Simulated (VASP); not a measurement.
# WC (Fm-3m) in VASP: further runs, part 2 of 2

VASP 6.6.1.

## Step 3: Single point, LDA

This run uses another cell than the first one, of 10.54 Å³/atom, 1.042 times its volume.

The input, INCAR:

```
PREC     = Accurate       # precision mode
ENCUT    = 520            # plane-wave cutoff, eV
EDIFF    = 1E-6           # SCF threshold, eV
ISMEAR   = 1              # smearing method
SIGMA    = 0.1            # smearing width, eV
LREAL    = F              # projectors in reciprocal space
LASPH    = T              # aspherical terms in the spheres
NELM     = 80             # most SCF steps
ALGO     = Normal         # electronic algorithm
ISIF     = 2              # what is computed and relaxed
LWAVE    = F              # write WAVECAR
LCHARG   = F              # write CHGCAR
NBANDS   = 16             # bands
```

The input, KPOINTS:

```
Automatic mesh
0
Gamma
  11 11 11
```

The input, POSCAR:

```
WC
1.0
    0.0000000000      2.1926840000      2.1926840000
    2.1926840000      0.0000000000      2.1926840000
    2.1926840000      2.1926840000      0.0000000000
W C
1 1
Direct
    0.0000000000      0.0000000000      0.0000000000
    0.5000000000      0.5000000000      0.5000000000
```

Potentials or basis: VASP PAW LDA potentials, release 64 (W_sv, C).

Run with:

```bash
$ cat potpaw_LDA.64/W_sv/POTCAR potpaw_LDA.64/C/POTCAR > POTCAR
$ mpirun -np 1 vasp_std > vasp.out
```

OUTCAR:

```text
PREC = Accurate
   ENCUT = 520
   EDIFF = 1E-6
   ISMEAR = 1
   LREAL = F
   LASPH = T
   NELM = 80
   ISIF = 2

 ion  position               nearest neighbor table
   1  0.000  0.000  0.000-   2 2.19   2 2.19   2 2.19   2 2.19   2 2.19   2 2.19
   2  0.500  0.500  0.500-   1 2.19   1 2.19   1 2.19   1 2.19   1 2.19   1 2.19

  LATTYP: Found a face centered cubic cell.
 ALAT       =     4.3853680000

  Lattice vectors:

 A1 = (   0.0000000000,   2.1926840000,   2.1926840000)
 A2 = (   2.1926840000,   0.0000000000,   2.1926840000)
 A3 = (   2.1926840000,   2.1926840000,   0.0000000000)

Analysis of symmetry for initial positions (statically):
=====================================================================
 Subroutine PRICEL returns:
 Original cell was already a primitive cell.

 Routine SETGRP: Setting up the symmetry group for a
 face centered cubic supercell.

 Subroutine GETGRP returns: Found 48 space group operations
 (whereof 48 operations were pure point group operations)
 out of a pool of 48 trial point group operations.

The static configuration has the point symmetry O_h .

Analysis of symmetry for dynamics (positions and initial velocities):
=====================================================================
 Subroutine PRICEL returns:
 Original cell was already a primitive cell.

 Routine SETGRP: Setting up the symmetry group for a
 face centered cubic supercell.

 Subroutine GETGRP returns: Found 48 space group operations
 (whereof 48 operations were pure point group operations)
 out of a pool of 48 trial point group operations.

The dynamic configuration has the point symmetry O_h .

 Subroutine INISYM returns: Found 48 space group operations
 (whereof 48 operations are pure point group operations),
 and found     1 'primitive' translations

[... 105 lines left out ...]
   NELECT =      18.0000    total number of electrons
   NUPDOWN=      -1.0000    fix difference up-down
   EMIN   =  10.00;   EMAX   =-10.00  energy-range for DOS
   EFERMI =   0.00;   METHOD = LEGACY
   ISMEAR =     1;   SIGMA  =   0.10  broadening in eV -4-tet -1-fermi 0-gaus
   EFERMI_NEDOS =   21; number of points for ismear=-14 and -15
   IALGO  =     38    algorithm
   IMIX   =      4    mixing-type and parameters
     AMIX     =   0.40;   BMIX     =  1.00
     AMIX_MAG =   1.60;   BMIX_MAG =  1.00
  volume/ion in A,a.u.               =      10.54        71.14
  Fermi-wavevector in a.u.,A,eV,Ry     =   1.553029  2.934800 32.815887  2.411900
  Thomas-Fermi vector in A             =   2.657319
   LORBIT       =      0    0 simple, 1 ext, 2 COOP (PROOUT), +10 PAW based schemes
   GGA     = CA    functional components
   LHFCALC =     F    Hartree Fock is set to
   AEXX    =    0.0000 exact exchange contribution
   IVDW    =     0    specifies the selected vdW correction
   LEPSILON=     F    determine dielectric tensor
   LRPA    =     F    only Hartree local field effects (RPA)
 non-spin polarized calculation
 Methfessel and Paxton  Order N= 1 SIGMA  =   0.10
  energy-cutoff  :      520.00
  volume of cell :       21.08
 maximum number of plane-waves:       578
   NGX = 11   NGY = 11   NGZ = 11

 number of electron      18.0000001 magnetization

 Free energy of the ion-electron system (eV)
  ---------------------------------------------------
  ext. energy  EPLUGINS =         0.00000000
  ---------------------------------------------------
  free energy    TOTEN  =       -23.75992836 eV

  energy without entropy =      -23.76035463  energy(sigma->0) =      -23.76007045

 E-fermi :  12.2786     XC(G=0): -13.8945

 val. band max:       12.2664273319   @ k =  -0.2727   0.4545   0.1818
 cond. band min:      12.2908105929   @ k =   0.4545   0.0909   0.0000
 fundamental gap:      0.0243832610
 Fermi energy:        12.2786158145

 k-point     1 :       0.0000    0.0000    0.0000
  band No.  band energies     occupation
      1     -62.6781      2.00000
      2     -26.9298      2.00000
      3     -26.9298      2.00000
      4     -26.9298      2.00000
      5      -3.3281      2.00000
      6       9.5230      2.00000
[... 433 lines left out ...]
      3     -27.0650      2.00000
      4     -26.9593      2.00000
      5      -1.1813      2.00000
      6       5.4707      2.00000
[... 8 lines left out ...]
     15      25.1079      0.00000
     16      25.9567      0.00000

 [... further k-points ...]
[... 5 lines left out ...]
  --------------------------------------------------------------------------------------
  -------------------------------------------------------------------------------------
  Total       -1.8183720     -1.8183720     -1.8183720      0.0000000      0.0000000      0.0000000
  in kB     -138.1768136   -138.1768136   -138.1768136      0.0000000      0.0000000      0.0000000
  external PRESSURE =    -138.1768136 kB  Pullay stress =       0.0000000 kB

 VOLUME and BASIS-vectors are now :
 -----------------------------------------------------------------------------
  energy-cutoff  :      520.00
  volume of cell :       21.08
      direct lattice vectors                 reciprocal lattice vectors
     0.000000000  2.192684000  2.192684000    -0.228031034  0.228031034  0.228031034
     2.192684000  0.000000000  2.192684000     0.228031034 -0.228031034  0.228031034
     2.192684000  2.192684000  0.000000000     0.228031034  0.228031034 -0.228031034

 POSITION                                       TOTAL-FORCE (eV/Angst)
 -----------------------------------------------------------------------------------
      0.00000      0.00000      0.00000        -0.000000      0.000000      0.000000
      2.19268      2.19268      2.19268         0.000000     -0.000000      0.000000
 -----------------------------------------------------------------------------------
    total drift:                                0.000000     -0.000000     -0.000000

  FREE ENERGIE OF THE ION-ELECTRON SYSTEM (eV)
  ---------------------------------------------------
  free  energy   TOTEN  =       -23.7599283598 eV

  energy  without entropy=      -23.7603546270  energy(sigma->0) =      -23.76007045
```

OSZICAR:

```text
N       E                     dE             d eps       ncg     rms          rms(c)
DAV:   1     0.111895894399E+03    0.11190E+03   -0.92296E+03  1792   0.125E+03
DAV:   2    -0.239037482226E+02   -0.13580E+03   -0.13103E+03  2160   0.339E+02
DAV:   3    -0.272560766674E+02   -0.33523E+01   -0.33281E+01  1968   0.499E+01
DAV:   4    -0.272745745681E+02   -0.18498E-01   -0.18497E-01  2280   0.422E+00
DAV:   5    -0.272747092624E+02   -0.13469E-03   -0.13470E-03  1992   0.345E-01    0.308E+01
DAV:   6    -0.239093986091E+02    0.33653E+01   -0.87787E+00  2200   0.277E+01    0.768E+00
DAV:   7    -0.237978770846E+02    0.11152E+00   -0.57293E-01  1872   0.612E+00    0.648E+00
DAV:   8    -0.237619565138E+02    0.35921E-01   -0.95580E-02  2016   0.247E+00    0.136E+00
DAV:   9    -0.237600791311E+02    0.18774E-02   -0.36601E-03  1896   0.589E-01    0.131E-01
DAV:  10    -0.237599292217E+02    0.14991E-03   -0.44193E-04  2200   0.224E-01    0.281E-02
DAV:  11    -0.237599292838E+02   -0.62150E-07   -0.21665E-05  2048   0.401E-02    0.252E-02
DAV:  12    -0.237599283598E+02    0.92399E-06   -0.27159E-06  1896   0.112E-02
   1 F= -.23759928E+02 E0= -.23760070E+02  d E =0.426267E-03
```

stdout:

```text
POSCAR found type information on POSCAR W C
 POSCAR found :  2 types and       2 ions
 scaLAPACK will be used
 LDA part: xc-table for (Slater(with rela. corr.)+CA(PZ))
 , standard interpolation
 POSCAR, INCAR and KPOINTS ok, starting setup
 FFT: planning ... GRIDC
 FFT: planning ... GRID_SOFT
 FFT: planning ... GRID
 WAVECAR not read
 entering main loop
```

It took 6.9 s on 1 thread of Intel Xeon 6975P-C (Granite Rapids), shared host; peak memory 0.14 GiB.

Results:

- Free energy: -23.7599 eV
- Pressure: -13.8 GPa
- Band gap on the k mesh: zero (band 9 reaches 13.19 eV, above the bottom of band 10 at 10.14 eV)

Levels at points of the mesh, in eV from the Fermi level:
```tsv
k point	band 7	band 8	band 9	band 10	band 11	band 12
(0.00, 0.00, 0.00)	-2.76	-2.76	-1.01	-1.01	-1.01	-0.98
```

Caveat: spin-orbit coupling is left out, which moves the levels of the heavy elements.

## Step 4: Single point, LDA

This run uses another cell than the first one, of 10.96 Å³/atom, 1.083 times its volume.

The input, INCAR:

```
SYSTEM = WC
ALGO = Normal
EDIFF = 1E-6
ENCUT = 520
GGA = CA
ISIF = 2
ISMEAR = 1
LASPH = .True.
LCHARG = .False.
LREAL = .False.
LWAVE = .False.
NBANDS = 16
NELM = 80
PREC = Accurate
SIGMA = 0.1
```

The input, KPOINTS:

```
k-points
0
Gamma
  11 11 11
  0 0 0
```

The input, POSCAR:

```
WC
1.0
    0.0000000000      2.2215384142      2.2215384142
    2.2215384142      0.0000000000      2.2215384142
    2.2215384142      2.2215384142      0.0000000000
W C
1 1
Direct
    0.0000000000      0.0000000000      0.0000000000
    0.5000000000      0.5000000000      0.5000000000
```

Run with:

```bash
$ cat potpaw_LDA.64/W_sv/POTCAR potpaw_LDA.64/C/POTCAR > POTCAR
$ mpirun -np 1 vasp_std > vasp.out
```

Run time: 8.5 s. Hardware: 1 thread of Intel Xeon 6975P-C (Granite Rapids), shared host; peak memory 0.14 GiB.

Results (log left out):

```
Free energy            : -23.6543 eV
Pressure               : -26.1 GPa
Band gap on the k mesh : zero (band 9 reaches 12.52 eV, above the bottom of band 10 at 9.65 eV)
```

Levels at points of the mesh, in eV from the Fermi level:
| k point | band 5 | band 6 | band 7 | band 8 | band 9 | band 10 | band 11 | band 12 | band 13 | band 14 |
| --- | --- | --- | --- | --- | --- | --- | --- | --- | --- | --- |
| (0.00, 0.00, 0.00) | -15.26 | -2.61 | -2.61 | -2.61 | -0.94 | -0.94 | -0.94 | -0.94 | -0.94 | 6.24 |

Caveat: spin-orbit coupling is left out, which moves the levels of the heavy elements.

## Step 5: Single point, LDA

This run uses another cell than the first one, of 11.39 Å³/atom, 1.125 times its volume.

The input, INCAR:

```
SYSTEM = WC
PREC     = Accurate       ! precision mode
ENCUT    = 520            ! plane-wave cutoff, eV
EDIFF    = 1E-6           ! SCF threshold, eV
ISMEAR   = 1              ! smearing method
SIGMA    = 0.1            ! smearing width, eV
LREAL    = .False.        ! projectors in reciprocal space
LASPH    = .True.         ! aspherical terms in the spheres
NELM     = 100            ! most SCF steps
ALGO     = Normal         ! electronic algorithm
ISIF     = 2              ! what is computed and relaxed
LWAVE    = .False.        ! write WAVECAR
LCHARG   = .True.         ! write CHGCAR
GGA      = CA             ! functional
LELF     = .True.         ! ELF
LVHAR    = .True.       
NBANDS   = 16             ! bands
```

The input, KPOINTS:

```
Automatic mesh
0
Gamma
  11 11 11
  0 0 0
```

The input, POSCAR:

```
WC
1.0
    0.0000000000      2.2496621392      2.2496621392
    2.2496621392      0.0000000000      2.2496621392
    2.2496621392      2.2496621392      0.0000000000
W C
1 1
Direct
    0.0000000000      0.0000000000      0.0000000000
    0.5000000000      0.5000000000      0.5000000000
```

Run with:

```bash
$ cat potpaw_LDA.64/W_sv/POTCAR potpaw_LDA.64/C/POTCAR > POTCAR
$ mpirun -np 1 vasp_std > vasp.out
```

It took 6.7 s on 1 thread of Intel Xeon 6975P-C (Granite Rapids), shared host; peak memory 0.14 GiB.

It converged, with:

```yaml
Free_energy: -23.4908 eV
Pressure: -35.9 GPa
Band_gap_on_the_k_mesh: zero (band 9 reaches 11.89 eV, above the bottom of band 10 at 9.19 eV)
```

Levels at points of the mesh, in eV from the Fermi level:
```
           k point  band 6  band 7  band 8  band 9  band 10  band 11  band 12  band 13
(0.00, 0.00, 0.00)   -2.47   -2.47   -2.47   -0.90    -0.90    -0.86    -0.86    -0.86
```

Caveat: spin-orbit coupling is left out, which moves the levels of the heavy elements.

## Step 6: The runs side by side

```csv
cell,gap on the mesh (eV),pressure (GPa)
"a = 3.059 Å, angles 60.0°, 2 atoms",none,1.5
"a = 3.101 Å, angles 60.0°, 2 atoms",none,-13.8
"a = 3.142 Å, angles 60.0°, 2 atoms",none,-26.1
"a = 3.182 Å, angles 60.0°, 2 atoms",none,-35.9
```

Alike in all rows: task single point; level LDA; potentials or basis VASP PAW LDA potentials, release 64 (W_sv, C); no spin polarisation; k mesh 11 × 11 × 11; cutoff (eV) 520; smearing methfessel-paxton 0.1 eV.

Caveats: spin-orbit coupling is left out, which moves the levels of the heavy elements.

Total energies depend on the potentials used, so only differences within one code and one set of settings carry meaning.
